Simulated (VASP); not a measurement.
# Hf2AlAgCl6 (Fm-3m) in VASP: relaxation of the atoms with PBE

Aim: the relaxation of the atoms of Hf2AlAgCl6 with PBE.

Everything below comes from runs of VASP 6.6.1. Logs are shortened: lines on timing, memory, paths and dates and some standing lists are left out, and cuts for length are marked.

### Step 1. The cell of the first run

The structure is cubic, space group Fm-3m (No. 225). The conventional cell has a = 9.631 Å, b = 9.631 Å, c = 9.631 Å, α = 90.00°, β = 90.00°, γ = 90.00°. Hf (site symmetry -43m) has 12 Cl at 3.41 Å and 4 Al at 4.17 Å and 4 Ag at 4.17 Å within 4.5 Å. Al (site symmetry m-3m) has 6 Cl at 2.31 Å within 3.1 Å. Ag (site symmetry m-3m) has 6 Cl at 2.51 Å within 3.3 Å. Cl (site symmetry 4mm) has 1 Al at 2.31 Å and 1 Ag at 2.51 Å within 3.1 Å.

### Step 2. Relaxation of the atoms, PBE

Contents of INCAR:

```
ALGO = Normal
EDIFF = 1E-7
EDIFFG = -0.03
ENCUT = 520
GGA = PE
IBRION = 2
ISIF = 2
ISMEAR = -1
KPAR = 2
LASPH = True
LCHARG = False
LREAL = False
LWAVE = False
NELM = 60
NSW = 80
PREC = Accurate
SIGMA = 0.1
```

Contents of KPOINTS:

```
k-points
0
Gamma
  6 6 6
```

Contents of POSCAR:

```
Hf2AlAgCl6
1.0
    0.0000000000      4.8157050000      4.8157050000
    4.8157050000      0.0000000000      4.8157050000
    4.8157050000      4.8157050000      0.0000000000
Hf Al Ag Cl
2 1 1 6
Direct
    0.2500000000      0.2500000000      0.2500000000
    0.7500000000      0.7500000000      0.7500000000
    0.0000000000      0.0000000000      0.0000000000
    0.5000000000      0.5000000000      0.5000000000
    0.7602100000      0.2397900000      0.2397900000
    0.2397900000      0.7602100000      0.2397900000
    0.2397900000      0.7602100000      0.7602100000
    0.7602100000      0.2397900000      0.7602100000
    0.2397900000      0.2397900000      0.7602100000
    0.7602100000      0.7602100000      0.2397900000
```

Potentials or basis: VASP PAW PBE potentials, release 64 (Hf_pv, Al, Ag, Cl).

Command:

```sh
$ cat potpaw_PBE.64/Hf_pv/POTCAR potpaw_PBE.64/Al/POTCAR potpaw_PBE.64/Ag/POTCAR potpaw_PBE.64/Cl/POTCAR > POTCAR
$ mpirun -np 2 vasp_std > vasp.out
```

OUTCAR:

```text
EDIFF = 1E-7
   EDIFFG = -0.03
   ENCUT = 520
   GGA = PE
   IBRION = 2
   ISIF = 2
   ISMEAR = -1
   LASPH = True
   LREAL = False
   NELM = 60
   NSW = 80
   PREC = Accurate

 ion  position               nearest neighbor table
   1  0.250  0.250  0.250-
   2  0.750  0.750  0.750-
   3  0.000  0.000  0.000-   5 2.31   6 2.31   7 2.31   8 2.31   9 2.31  10 2.31
   4  0.500  0.500  0.500-   5 2.51   6 2.51   7 2.51   8 2.51   9 2.51  10 2.51
   5  0.760  0.240  0.240-   3 2.31   4 2.51
   6  0.240  0.760  0.240-   3 2.31   4 2.51
   7  0.240  0.760  0.760-   3 2.31   4 2.51
   8  0.760  0.240  0.760-   3 2.31   4 2.51
   9  0.240  0.240  0.760-   3 2.31   4 2.51
  10  0.760  0.760  0.240-   3 2.31   4 2.51

  LATTYP: Found a face centered cubic cell.
 ALAT       =     9.6314100000

  Lattice vectors:

 A1 = (   0.0000000000,   4.8157050000,   4.8157050000)
 A2 = (   4.8157050000,   0.0000000000,   4.8157050000)
 A3 = (   4.8157050000,   4.8157050000,   0.0000000000)

Analysis of symmetry for initial positions (statically):
=====================================================================
 Subroutine PRICEL returns:
 Original cell was already a primitive cell.

 Routine SETGRP: Setting up the symmetry group for a
 face centered cubic supercell.

 Subroutine GETGRP returns: Found 48 space group operations
 (whereof 48 operations were pure point group operations)
 out of a pool of 48 trial point group operations.

The static configuration has the point symmetry O_h .

Analysis of symmetry for dynamics (positions and initial velocities):
=====================================================================
 Subroutine PRICEL returns:
 Original cell was already a primitive cell.

 Routine SETGRP: Setting up the symmetry group for a
 face centered cubic supercell.

 Subroutine GETGRP returns: Found 48 space group operations
 (whereof 48 operations were pure point group operations)
 out of a pool of 48 trial point group operations.

The dynamic configuration has the point symmetry O_h .

 Subroutine INISYM returns: Found 48 space group operations
 (whereof 48 operations are pure point group operations),
 and found     1 'primitive' translations

----------------------------------------------------------------------------------------

                                     Primitive cell

  volume of cell :     223.3622

  direct lattice vectors                    reciprocal lattice vectors
     0.000000000  4.815705000  4.815705000    -0.103826958  0.103826958  0.103826958
     4.815705000  0.000000000  4.815705000     0.103826958 -0.103826958  0.103826958
     4.815705000  4.815705000  0.000000000     0.103826958  0.103826958 -0.103826958

  length of vectors
     6.810435323  6.810435323  6.810435323     0.179833566  0.179833566  0.179833566

  position of ions in fractional coordinates (direct lattice)
     0.250000000  0.250000000  0.250000000
     0.750000000  0.750000000  0.750000000
     0.000000000  0.000000000  0.000000000
     0.500000000  0.500000000  0.500000000
     0.760210000  0.239790000  0.239790000
     0.239790000  0.760210000  0.239790000
     0.239790000  0.760210000  0.760210000
     0.760210000  0.239790000  0.760210000
     0.239790000  0.239790000  0.760210000
     0.760210000  0.760210000  0.239790000

  ion indices of the primitive-cell ions
   primitive index   ion index
                 1           1
                 2           2
                 3           3
                 4           4
                 5           5
                 6           6
                 7           7
                 8           8
                 9           9
                10          10

----------------------------------------------------------------------------------------

 KPOINTS: k-points

Automatic generation of k-mesh.
 Grid dimensions read from file:
 generate k-points for:    6    6    6

 Generating k-lattice:

  Cartesian coordinates                     Fractional coordinates (reciprocal lattice)
    -0.017304493  0.017304493  0.017304493     0.166666667  0.000000000  0.000000000
     0.017304493 -0.017304493  0.017304493     0.000000000  0.166666667  0.000000000
     0.017304493  0.017304493 -0.017304493     0.000000000  0.000000000  0.166666667

  Length of vectors
     0.029972261  0.029972261  0.029972261

  Shift w.r.t. Gamma in fractional coordinates (k-lattice)
     0.000000000  0.000000000  0.000000000

 Subroutine IBZKPT returns following result:
 ===========================================

 Found     16 irreducible k-points:

 Following reciprocal coordinates:
            Coordinates               Weight
  0.000000  0.000000  0.000000      1.000000
  0.166667  0.000000  0.000000      8.000000
  0.333333  0.000000  0.000000      8.000000
  0.500000  0.000000  0.000000      4.000000
  0.166667  0.166667  0.000000      6.000000
  0.333333  0.166667  0.000000     24.000000
[... 8 lines left out ...]
 -0.333333  0.333333  0.166667     24.000000
 -0.333333  0.500000  0.166667     12.000000
   k-points           NKPTS =     16   k-points in BZ     NKDIM =     16   number of bands    NBANDS=     45
   number of dos      NEDOS =    301   number of ions     NIONS =     10
   total plane-waves  NPLWV = 157464
   dimension x,y,z NGX =    54 NGY =   54 NGZ =   54
   dimension x,y,z NGXF=   108 NGYF=  108 NGZF=  108
   ions per type =               2   1   1   6
   NGX,Y,Z   is equivalent  to a cutoff of  13.18, 13.18, 13.18 a.u.
   NGXF,Y,Z  is equivalent  to a cutoff of  26.36, 26.36, 26.36 a.u.
 SYSTEM =  unknown system
   PREC   = accura    normal or accurate (medium, high low for compatibility)
   ISTART =      0    job   : 0-new  1-cont  2-samecut
   ICHARG =      2    charge: 1-file 2-atom 10-const
   ISPIN  =      1    spin polarized calculation?
   LNONCOLLINEAR =      F non collinear calculations
   LSORBIT =      F    spin-orbit coupling
   LASPH  =      T    aspherical Exc in radial PAW
   ENCUT  =  520.0 eV  38.22 Ry    6.18 a.u.  12.66 12.66 12.66*2*pi/ulx,y,z
   NELM   =     60;   NELMIN=  2; NELMDL= -5     # of ELM steps
   EDIFF  = 0.1E-06   stopping-criterion for ELM
   LREAL  =      F    real-space projection
   EDIFFG = -.3E-01   stopping-criterion for IOM
   NSW    =     80    number of steps for IOM
   IBRION =      2    ionic relax: 0-MD 1-quasi-New 2-CG
   NFREE  =      1    steps in history (QN), initial steepest desc. (CG)
   ISIF   =      2    stress and relaxation
   ISYM   =      2    0-nonsym 1-usesym 2-fastsym
   POTIM  = 0.5000    time-step for ionic-motion
   TEBEG  =    0.0;   TEEND  =   0.0 temperature during run
   PSTRESS=    0.0 pullay stress
   NELECT =      76.0000    total number of electrons
   NUPDOWN=      -1.0000    fix difference up-down
   EMIN   =  10.00;   EMAX   =-10.00  energy-range for DOS
   EFERMI =   0.00;   METHOD = LEGACY
   ISMEAR =    -1;   SIGMA  =   0.10  broadening in eV -4-tet -1-fermi 0-gaus
   EFERMI_NEDOS =   21; number of points for ismear=-14 and -15
   IALGO  =     38    algorithm
   IMIX   =      4    mixing-type and parameters
     AMIX     =   0.40;   BMIX     =  1.00
     AMIX_MAG =   1.60;   BMIX_MAG =  1.00
  volume/ion in A,a.u.               =      22.34       150.73
  Fermi-wavevector in a.u.,A,eV,Ry     =   1.142903  2.159774 17.772310  1.306228
  Thomas-Fermi vector in A             =   2.279600
   LORBIT       =      0    0 simple, 1 ext, 2 COOP (PROOUT), +10 PAW based schemes
   GGA     = PE    functional components
   LHFCALC =     F    Hartree Fock is set to
   AEXX    =    0.0000 exact exchange contribution
   IVDW    =     0    specifies the selected vdW correction
   LEPSILON=     F    determine dielectric tensor
   LRPA    =     F    only Hartree local field effects (RPA)
 conjugate gradient relaxation of ions
 non-spin polarized calculation
  energy-cutoff  :      520.00
  volume of cell :      223.36
 maximum number of plane-waves:      6046
 NGX is ok and might be reduce to    54
   NGX = 25   NGY = 25   NGZ = 25

--------------------------------------- Ionic step        1  -------------------------------------------

 number of electron      75.9999988 magnetization

 Free energy of the ion-electron system (eV)
  ---------------------------------------------------
  ext. energy  EPLUGINS =         0.00000000
  ---------------------------------------------------
  free energy    TOTEN  =       -36.91372977 eV

  energy without entropy =      -36.51072972  energy(sigma->0) =      -36.71222975

------------------------ aborting loop EDIFF was not reached (unconverged)  ----------------------------

  FORCE on cell =-STRESS in cart. coord.  units (eV):
  Direction    XX          YY          ZZ          XY          YZ          ZX
  --------------------------------------------------------------------------------------
  -------------------------------------------------------------------------------------
  Total        4.3715839      4.3715839      4.3715839      0.0000000     -0.0000000      0.0000000
  in kB       31.3573805     31.3573805     31.3573805      0.0000000     -0.0000000      0.0000000
  external PRESSURE =      31.3573805 kB  Pullay stress =       0.0000000 kB

 VOLUME and BASIS-vectors are now :
 -----------------------------------------------------------------------------
  energy-cutoff  :      520.00
  volume of cell :      223.36
      direct lattice vectors                 reciprocal lattice vectors
     0.000000000  4.815705000  4.815705000    -0.103826958  0.103826958  0.103826958
     4.815705000  0.000000000  4.815705000     0.103826958 -0.103826958  0.103826958
     4.815705000  4.815705000  0.000000000     0.103826958  0.103826958 -0.103826958
[... 20 lines left out ...]
  energy  without entropy=      -36.5107297159  energy(sigma->0) =      -36.71222975

--------------------------------------- Ionic step        2  -------------------------------------------

 number of electron      76.0000000 magnetization

------------------------ aborting loop because EDIFF is reached ----------------------------------------

  FORCE on cell =-STRESS in cart. coord.  units (eV):
  Direction    XX          YY          ZZ          XY          YZ          ZX
  --------------------------------------------------------------------------------------
  -------------------------------------------------------------------------------------
  Total        4.6701219      4.6701219      4.6701219     -0.0000000     -0.0000000      0.0000000
  in kB       33.4987948     33.4987948     33.4987948     -0.0000000     -0.0000000      0.0000000
  external PRESSURE =      33.4987948 kB  Pullay stress =       0.0000000 kB

 VOLUME and BASIS-vectors are now :
 -----------------------------------------------------------------------------
  energy-cutoff  :      520.00
  volume of cell :      223.36
      direct lattice vectors                 reciprocal lattice vectors
     0.000000000  4.815705000  4.815705000    -0.103826958  0.103826958  0.103826958
     4.815705000  0.000000000  4.815705000     0.103826958 -0.103826958  0.103826958
     4.815705000  4.815705000  0.000000000     0.103826958  0.103826958 -0.103826958
[... 20 lines left out ...]
  energy  without entropy=      -36.5438054678  energy(sigma->0) =      -36.74562847

--------------------------------------- Ionic step        3  -------------------------------------------

 number of electron      76.0000003 magnetization

 Free energy of the ion-electron system (eV)
  ---------------------------------------------------
  ext. energy  EPLUGINS =         0.00000000
  ---------------------------------------------------
  free energy    TOTEN  =       -36.94902735 eV

  energy without entropy =      -36.54519843  energy(sigma->0) =      -36.74711289

 E-fermi :   5.7201     XC(G=0):  -9.7170

 val. band max:        5.7200226840   @ k =   0.1667   0.1667   0.0000
 cond. band min:       5.7378086429   @ k =   0.3333   0.3333   0.0000
 fundamental gap:      0.0177859589
 Fermi energy:         5.7201055653

 k-point     1 :       0.0000    0.0000    0.0000
  band No.  band energies     occupation
      1     -27.5220      2.00000
      2     -27.5220      2.00000
      3     -27.5220      2.00000
      4     -27.5199      2.00000
      5     -27.5199      2.00000
      6     -27.5199      2.00000
[... 757 lines left out ...]
     44       6.4591      0.00123
     45       6.4702      0.00110

------------------------ aborting loop because EDIFF is reached ----------------------------------------

  FORCE on cell =-STRESS in cart. coord.  units (eV):
  Direction    XX          YY          ZZ          XY          YZ          ZX
  --------------------------------------------------------------------------------------
  -------------------------------------------------------------------------------------
  Total        4.7721210      4.7721210      4.7721210      0.0000000      0.0000000      0.0000000
  in kB       34.2304343     34.2304343     34.2304343      0.0000000      0.0000000      0.0000000
  external PRESSURE =      34.2304343 kB  Pullay stress =       0.0000000 kB

 VOLUME and BASIS-vectors are now :
 -----------------------------------------------------------------------------
  energy-cutoff  :      520.00
  volume of cell :      223.36
      direct lattice vectors                 reciprocal lattice vectors
     0.000000000  4.815705000  4.815705000    -0.103826958  0.103826958  0.103826958
     4.815705000  0.000000000  4.815705000     0.103826958 -0.103826958  0.103826958
     4.815705000  4.815705000  0.000000000     0.103826958  0.103826958 -0.103826958
[... 16 lines left out ...]
  FREE ENERGIE OF THE ION-ELECTRON SYSTEM (eV)
  ---------------------------------------------------
  free  energy   TOTEN  =       -36.9490273482 eV

  energy  without entropy=      -36.5451984327  energy(sigma->0) =      -36.74711289

 reached required accuracy - stopping structural energy minimisation
```

It took 17 min on 2 MPI ranks of Intel Xeon Platinum 8259CL at 2.50GHz (Skylake/Cascade Lake), shared host; peak memory 0.53 GiB.

What came out:

```
Free energy               : -36.9490 eV
Energy gained by relaxing : 3.5 meV/atom
Ionic steps               : 3
Pressure after relaxing   : 3.4 GPa
```

The path:
```csv
step,energy change (eV),largest force (eV/Å),pressure (GPa)
1,0.0000,0.4373,3.14
2,-0.0337,0.0934,3.35
3,-0.0353,0.0000,3.42
```

Final structure:
```
Hf Al Ag Cl
1.0
     0.00000    4.81571    4.81571
     4.81571    0.00000    4.81571
     4.81571    4.81571    0.00000
Hf Al Ag Cl
2 1 1 6
Direct
  0.25000 0.25000 0.25000
  0.75000 0.75000 0.75000
  0.00000 0.00000 0.00000
  0.50000 0.50000 0.50000
  0.76298 0.23702 0.23702
  0.23702 0.76298 0.23702
  0.23702 0.76298 0.76298
  0.76298 0.23702 0.76298
  0.23702 0.23702 0.76298
  0.76298 0.76298 0.23702
```

Caveat: the highest band is partly filled, so the run has too few bands; spin-orbit coupling is left out, which moves the levels of the heavy elements.
